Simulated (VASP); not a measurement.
# Zn16S16O (a cell with a defect) in VASP: single point with PBE

Aim: the single point of Zn16S16O (a cell with a defect) with PBE.

Everything below comes from runs of VASP 6.6.1. Logs are shortened: lines on timing, memory, paths and dates and some standing lists are left out, and cuts for length are marked.

## 1. The cell of the first run

The cell holds a defect, 33 atoms: a = 7.692 Å, b = 7.692 Å, c = 12.589 Å, α = 90.00°, β = 90.00°, γ = 120.00°.

## 2. Single point, PBE (with an interstitial atom, then relaxed in part)

Contents of INCAR:

```
PREC = Accurate
ENCUT = 520
EDIFF = 1E-7
ISMEAR = 0
SIGMA = 0.01
LREAL = Auto
LASPH = True
NELM = 60
ALGO = Fast
ISIF = 2
LWAVE = False
LCHARG = False
GGA = PE
NELECT = 296.0
NBANDS = 169
```

Contents of KPOINTS:

```
Automatic mesh
0
Gamma
  2 2 2
```

Contents of POSCAR:

```
Zn16S16O
1.0
    7.6923103689     -0.0000000001      0.0000000000
   -3.8461551845     -6.6617361932      0.0000000000
    0.0000000000      0.0000000000    -12.5886853856
Zn S O
16 16 1
Direct
    0.1603993958      0.3164287906      0.2511023434
    0.6627552318      0.3243847435      0.2512425277
    0.1605708951      0.8299457453      0.2510563951
    0.6678144018      0.8268359395      0.2837394772
    0.8327507916      0.1597670452      0.7504256978
    0.3429956841      0.1644828730      0.7479421224
    0.8326987730      0.6590019778      0.7504769242
    0.3345286366      0.6602700962      0.7487647393
    0.5009661286      0.4942885668      0.5018167048
   -0.0016843307      0.4922144946      0.4987094236
    0.5010327991      0.9928068963      0.5018052582
    0.0044312176      0.9952000773      0.5127903853
    0.4937236907     -0.0034891803      0.9985872588
    0.0198738151      0.0029334429      0.9874238644
    0.4935451044      0.4830369023      0.9986236509
   -0.0000272412      0.4930309125      0.9999502374
    0.1649552700      0.3244302135      0.0629423460
    0.6661250423      0.3260568713      0.0637513159
    0.1650738288      0.8266028597      0.0629127372
    0.6691887991      0.8275208097      0.0201584736
    0.8331001374      0.1616980865      0.5636005530
    0.3413822692      0.1637171342      0.5634965412
    0.8330222350      0.6574127536      0.5636339707
    0.3321157932      0.6591129822      0.5612334428
    0.4929384365      0.4851913371      0.3161546237
   -0.0013609785      0.4923294067      0.3107610998
    0.4930368309      0.9937503906      0.3161549591
    0.0099593285      0.9978890141      0.3279912881
    0.5001078891     -0.0066306996      0.8107415451
    0.0089989603     -0.0024801581      0.8015971534
    0.5000366716      0.4927092331      0.8107646997
    0.0004175754      0.4932218805      0.8130543243
    0.7688751323      0.8774119458      0.1399081483
```

Potentials or basis: VASP PAW PBE potentials, release 64 (Zn, S, O).

Started as:

```
$ cat potpaw_PBE.64/Zn/POTCAR potpaw_PBE.64/S/POTCAR potpaw_PBE.64/O/POTCAR > POTCAR
$ mpirun -np 1 vasp_std > vasp.out
```

OUTCAR:

```text
PREC = Accurate
   ENCUT = 520
   EDIFF = 1E-7
   ISMEAR = 0
   LREAL = Auto
   LASPH = True
   NELM = 60
   ISIF = 2
   GGA = PE
   NELECT = 296.0

 ion  position               nearest neighbor table
   1  0.160  0.316  0.251-  28 2.33  25 2.36  17 2.37  26 2.37
   2  0.663  0.324  0.251-  25 2.35  27 2.35  26 2.36  18 2.36
   3  0.161  0.830  0.251-  28 2.33  27 2.36  19 2.37  26 2.37
   4  0.668  0.827  0.284-  33 1.93  25 2.31  27 2.31  28 2.35
   5  0.833  0.160  0.750-  29 2.34  30 2.35  21 2.35  32 2.36
   6  0.343  0.164  0.748-  22 2.32  30 2.33  29 2.33  31 2.33
[... 24 lines left out ...]
  31  0.500  0.493  0.811-   6 2.33   7 2.34   8 2.35  15 2.37
  32  0.000  0.493  0.813-  16 2.35   5 2.36   7 2.36   8 2.37
  33  0.769  0.877  0.140-  20 1.65   4 1.93

  LATTYP: Found a hexagonal cell.
 ALAT       =     7.6923103689
 C/A-ratio  =     1.6365285307

  Lattice vectors:

 A1 = (   7.6923103689,  -0.0000000001,   0.0000000000)
 A2 = (  -3.8461551845,  -6.6617361932,   0.0000000000)
 A3 = (   0.0000000000,   0.0000000000, -12.5886853856)

Analysis of symmetry for initial positions (statically):
=====================================================================
 Subroutine PRICEL returns:
 Original cell was already a primitive cell.

 Routine SETGRP: Setting up the symmetry group for a
 hexagonal supercell.

 Subroutine GETGRP returns: Found  1 space group operations
 (whereof  1 operations were pure point group operations)
 out of a pool of 24 trial point group operations.

The static configuration has the point symmetry C_1 .

Analysis of symmetry for dynamics (positions and initial velocities):
=====================================================================
 Subroutine PRICEL returns:
 Original cell was already a primitive cell.

 Routine SETGRP: Setting up the symmetry group for a
 hexagonal supercell.

 Subroutine GETGRP returns: Found  1 space group operations
 (whereof  1 operations were pure point group operations)
 out of a pool of 24 trial point group operations.

The dynamic configuration has the point symmetry C_1 .

 Subroutine INISYM returns: Found  1 space group operations
 (whereof  1 operations are pure point group operations),
 and found     1 'primitive' translations

----------------------------------------------------------------------------------------

                                     Primitive cell

  volume of cell :     645.0964

  direct lattice vectors                    reciprocal lattice vectors
     7.692310369 -0.000000000  0.000000000     0.129999955 -0.075055509  0.000000000
    -3.846155185 -6.661736193  0.000000000    -0.000000000 -0.150111018  0.000000000
     0.000000000  0.000000000-12.588685386     0.000000000  0.000000000 -0.079436412

  length of vectors
     7.692310369  7.692310369 12.588685386     0.150111018  0.150111018  0.079436412

  position of ions in fractional coordinates (direct lattice)
     0.160399396  0.316428791  0.251102343
     0.662755232  0.324384743  0.251242528
     0.160570895  0.829945745  0.251056395
     0.667814402  0.826835940  0.283739477
     0.832750792  0.159767045  0.750425698
     0.342995684  0.164482873  0.747942122
[... 25 lines left out ...]
     0.000417575  0.493221881  0.813054324
     0.768875132  0.877411946  0.139908148

  ion indices of the primitive-cell ions
   primitive index   ion index
                 1           1
                 2           2
                 3           3
                 4           4
                 5           5
                 6           6
[... 25 lines left out ...]
                32          32
                33          33

----------------------------------------------------------------------------------------

 KPOINTS: Automatic mesh

Automatic generation of k-mesh.
 Grid dimensions read from file:
 generate k-points for:    2    2    2

 Generating k-lattice:

  Cartesian coordinates                     Fractional coordinates (reciprocal lattice)
     0.064999977 -0.037527754  0.000000000     0.500000000  0.000000000  0.000000000
    -0.000000000 -0.075055509  0.000000000     0.000000000  0.500000000  0.000000000
     0.000000000  0.000000000 -0.039718206     0.000000000  0.000000000  0.500000000

  Length of vectors
     0.075055509  0.075055509  0.039718206

  Shift w.r.t. Gamma in fractional coordinates (k-lattice)
     0.000000000  0.000000000  0.000000000

 Subroutine IBZKPT returns following result:
 ===========================================

 Found      8 irreducible k-points:

 Following reciprocal coordinates:
            Coordinates               Weight
  0.000000  0.000000  0.000000      1.000000
  0.500000  0.000000  0.000000      1.000000
  0.000000  0.500000  0.000000      1.000000
  0.500000  0.500000  0.000000      1.000000
  0.000000  0.000000  0.500000      1.000000
  0.500000  0.000000  0.500000      1.000000
  0.000000  0.500000  0.500000      1.000000
  0.500000  0.500000  0.500000      1.000000
   k-points           NKPTS =      8   k-points in BZ     NKDIM =      8   number of bands    NBANDS=    169
   number of dos      NEDOS =    301   number of ions     NIONS =     33
   total plane-waves  NPLWV = 345600
   dimension x,y,z NGX =    60 NGY =   60 NGZ =   96
   dimension x,y,z NGXF=   120 NGYF=  120 NGZF=  192
   ions per type =              16  16   1
   NGX,Y,Z   is equivalent  to a cutoff of  12.97, 12.97, 12.68 a.u.
   NGXF,Y,Z  is equivalent  to a cutoff of  25.93, 25.93, 25.36 a.u.
 SYSTEM =  unknown system
   PREC   = accura    normal or accurate (medium, high low for compatibility)
   ISTART =      0    job   : 0-new  1-cont  2-samecut
   ICHARG =      2    charge: 1-file 2-atom 10-const
   ISPIN  =      1    spin polarized calculation?
   LNONCOLLINEAR =      F non collinear calculations
   LSORBIT =      F    spin-orbit coupling
   LASPH  =      T    aspherical Exc in radial PAW
   ENCUT  =  520.0 eV  38.22 Ry    6.18 a.u.  14.30 14.30 23.41*2*pi/ulx,y,z
   NELM   =     60;   NELMIN=  2; NELMDL= -5     # of ELM steps
   EDIFF  = 0.1E-06   stopping-criterion for ELM
   LREAL  =      T    real-space projection
   EDIFFG = 0.1E-05   stopping-criterion for IOM
   NSW    =      0    number of steps for IOM
   IBRION =     -1    ionic relax: 0-MD 1-quasi-New 2-CG
   NFREE  =      0    steps in history (QN), initial steepest desc. (CG)
   ISIF   =      2    stress and relaxation
   ISYM   =      2    0-nonsym 1-usesym 2-fastsym
   POTIM  = 0.5000    time-step for ionic-motion
   TEBEG  =    0.0;   TEEND  =   0.0 temperature during run
   PSTRESS=    0.0 pullay stress
   NELECT =     296.0000    total number of electrons
   NUPDOWN=      -1.0000    fix difference up-down
   EMIN   =  10.00;   EMAX   =-10.00  energy-range for DOS
   EFERMI =   0.00;   METHOD = LEGACY
   ISMEAR =     0;   SIGMA  =   0.01  broadening in eV -4-tet -1-fermi 0-gaus
   EFERMI_NEDOS =   21; number of points for ismear=-14 and -15
   IALGO  =     68    algorithm
   IMIX   =      4    mixing-type and parameters
     AMIX     =   0.40;   BMIX     =  1.00
     AMIX_MAG =   1.60;   BMIX_MAG =  1.00
  volume/ion in A,a.u.               =      19.55       131.92
  Fermi-wavevector in a.u.,A,eV,Ry     =   1.262691  2.386141 21.692985  1.594389
  Thomas-Fermi vector in A             =   2.396087
   LORBIT       =      0    0 simple, 1 ext, 2 COOP (PROOUT), +10 PAW based schemes
   GGA     = PE    functional components
   LHFCALC =     F    Hartree Fock is set to
   AEXX    =    0.0000 exact exchange contribution
   IVDW    =     0    specifies the selected vdW correction
   LEPSILON=     F    determine dielectric tensor
   LRPA    =     F    only Hartree local field effects (RPA)
 non-spin polarized calculation
 RMM-DIIS sequential band-by-band and
 Gauss-broadening in eV      SIGMA  =   0.01
  energy-cutoff  :      520.00
  volume of cell :      645.10
 maximum number of plane-waves:     17380
 NGX is ok and might be reduce to    60
   NGX = 29   NGY = 29   NGZ = 47

 number of electron     296.0000043 magnetization

 Free energy of the ion-electron system (eV)
  ---------------------------------------------------
  ext. energy  EPLUGINS =         0.00000000
  ---------------------------------------------------
  free energy    TOTEN  =      -104.25517179 eV

  energy without entropy =     -104.25515345  energy(sigma->0) =     -104.25516262

 E-fermi :   5.1862     XC(G=0):  -9.6810

 val. band max:        5.1652340489   @ k =   0.0000   0.0000   0.0000
 cond. band min:       5.2075052560   @ k =   0.0000   0.0000   0.0000
 fundamental gap:      0.0422712071
 Fermi energy:         5.1862419113

 k-point     1 :       0.0000    0.0000    0.0000
  band No.  band energies     occupation
      1     -16.8007      2.00000
      2     -11.0468      2.00000
      3     -10.6989      2.00000
      4     -10.6049      2.00000
      5     -10.1915      2.00000
      6     -10.1912      2.00000
[... 152 lines left out ...]
    159       5.9661      0.00000
    160       5.9923      0.00000

 k-point     2 :       0.5000    0.0000    0.0000
  band No.  band energies     occupation
      1     -16.8003      2.00000
      2     -10.7262      2.00000
      3     -10.6552      2.00000
      4     -10.4182      2.00000
      5     -10.3859      2.00000
      6     -10.3566      2.00000
[... 152 lines left out ...]
    159       6.7559      0.00000
    160       6.7818      0.00000

 k-point     3 :       0.0000    0.5000    0.0000
  band No.  band energies     occupation
      1     -16.8004      2.00000
      2     -10.7207      2.00000
      3     -10.6549      2.00000
      4     -10.4093      2.00000
      5     -10.3913      2.00000
      6     -10.3664      2.00000
[... 152 lines left out ...]
    159       6.7830      0.00000
    160       6.8630      0.00000

 k-point     4 :       0.5000    0.5000    0.0000
  band No.  band energies     occupation
      1     -16.8004      2.00000
      2     -10.7207      2.00000
      3     -10.6549      2.00000
      4     -10.4093      2.00000
      5     -10.3913      2.00000
      6     -10.3664      2.00000
[... 152 lines left out ...]
    159       6.7833      0.00000
    160       6.8629      0.00000

 k-point     5 :       0.0000    0.0000    0.5000
  band No.  band energies     occupation
      1     -16.8007      2.00000
      2     -11.0018      2.00000
      3     -10.8630      2.00000
      4     -10.3428      2.00000
      5     -10.3247      2.00000
      6     -10.1587      2.00000
[... 152 lines left out ...]
    159       5.9091      0.00000
    160       5.9507      0.00000

 k-point     6 :       0.5000    0.0000    0.5000
  band No.  band energies     occupation
      1     -16.8003      2.00000
      2     -10.6549      2.00000
      3     -10.6284      2.00000
      4     -10.6129      2.00000
      5     -10.4842      2.00000
      6     -10.1747      2.00000
[... 152 lines left out ...]
    159       6.6306      0.00000
    160       6.9171      0.00000

 k-point     7 :       0.0000    0.5000    0.5000
  band No.  band energies     occupation
      1     -16.8004      2.00000
      2     -10.6535      2.00000
      3     -10.6315      2.00000
      4     -10.6100      2.00000
      5     -10.4722      2.00000
      6     -10.1768      2.00000
[... 152 lines left out ...]
    159       6.7143      0.00000
    160       6.7965      0.00000

 k-point     8 :       0.5000    0.5000    0.5000
  band No.  band energies     occupation
      1     -16.8004      2.00000
      2     -10.6534      2.00000
      3     -10.6316      2.00000
      4     -10.6101      2.00000
      5     -10.4721      2.00000
      6     -10.1768      2.00000
[... 152 lines left out ...]
    159       6.7147      0.00000
    160       6.7968      0.00000
 [bands above 160 left out]

------------------------ aborting loop because EDIFF is reached ----------------------------------------

  FORCE on cell =-STRESS in cart. coord.  units (eV):
  Direction    XX          YY          ZZ          XY          YZ          ZX
  --------------------------------------------------------------------------------------
  -------------------------------------------------------------------------------------
  Total       29.2671098     29.0449042     27.7780221     -0.2019211     -0.2012736      0.3407366
  in kB       72.6885172     72.1366420     68.9901823     -0.5014962     -0.4998882      0.8462618
  external PRESSURE =      71.2717805 kB  Pullay stress =       0.0000000 kB

 VOLUME and BASIS-vectors are now :
 -----------------------------------------------------------------------------
  energy-cutoff  :      520.00
  volume of cell :      645.10
      direct lattice vectors                 reciprocal lattice vectors
     7.692310369 -0.000000000  0.000000000     0.129999955 -0.075055509  0.000000000
    -3.846155185 -6.661736193  0.000000000    -0.000000000 -0.150111018  0.000000000
     0.000000000  0.000000000-12.588685386     0.000000000  0.000000000 -0.079436412

 POSITION                                       TOTAL-FORCE (eV/Angst)
 -----------------------------------------------------------------------------------
      0.01681     -2.10797     -3.16105        -0.002666      0.001113      0.002305
      3.85048     -2.16097     -3.16281         0.000412      0.000003      0.002233
     -1.95694     -5.52888     -3.16047        -0.004459     -0.000244      0.001063
      1.95690     -5.50816     -3.57191        -0.014134      0.007410     -0.047216
      5.79129     -1.06433     -9.44687        -0.000260      0.000016      0.000120
      2.00580     -1.09574     -9.41561        -0.001323     -0.001260     -0.001222
[... 25 lines left out ...]
     -1.89380     -3.28571    -10.23529         0.000118     -0.001533      0.000792
      2.53976     -5.84509     -1.76126        -0.007882      0.003936      0.113303
 -----------------------------------------------------------------------------------
    total drift:                               -0.008546      0.014020      0.006215

  FREE ENERGIE OF THE ION-ELECTRON SYSTEM (eV)
  ---------------------------------------------------
  free  energy   TOTEN  =      -104.2551717928 eV

  energy  without entropy=     -104.2551534462  energy(sigma->0) =     -104.25516262
```

Run time: 25 min. Hardware: 1 thread of Oxide Virtual Turin-like, shared host; peak memory 1 GiB.

Results:

| Quantity | Value |
| --- | --- |
| Free energy | -104.2552 eV |
| Largest force | 0.114 eV/Å |

Forces in eV/Å, atoms in the order of the input:
```
Zn  -0.003  0.001  0.002
Zn   0.000  0.000  0.002
Zn  -0.004  0.000  0.001
Zn  -0.014  0.007 -0.047
Zn   0.000  0.000  0.000
Zn  -0.001 -0.001 -0.001
Zn   0.001  0.003  0.001
Zn  -0.001  0.002  0.003
Zn   0.001  0.001  0.002
Zn   0.001  0.001  0.003
Zn   0.001  0.001  0.002
Zn   0.001  0.000 -0.002
Zn  -0.008 -0.002 -0.001
Zn   0.007 -0.004 -0.001
Zn  -0.002  0.005 -0.001
Zn   0.001  0.002  0.000
S   -0.003 -0.003 -0.002
S    0.002 -0.002 -0.002
S    0.002  0.003 -0.001
S    0.026 -0.015 -0.062
S    0.000 -0.001 -0.002
S   -0.001  0.001  0.000
S    0.000  0.000 -0.001
S   -0.001  0.000 -0.001
S    0.000  0.002  0.002
S    0.002 -0.001  0.000
S   -0.002 -0.001  0.003
S    0.002 -0.002 -0.003
S    0.001  0.002 -0.004
S    0.000  0.001  0.004
S   -0.001 -0.002 -0.004
S    0.000 -0.002  0.001
O   -0.008  0.004  0.113
```

Caveat: the k points lie up to 0.47 Å⁻¹ apart, too coarse for converged energies and pressures of a metal; the cell carries a net charge on a neutralising background, which shifts energy and pressure; the cell differs from its parent crystal (with an interstitial atom, then relaxed in part); the cell is charged against a uniform background, so pressure and absolute levels hang on convention.
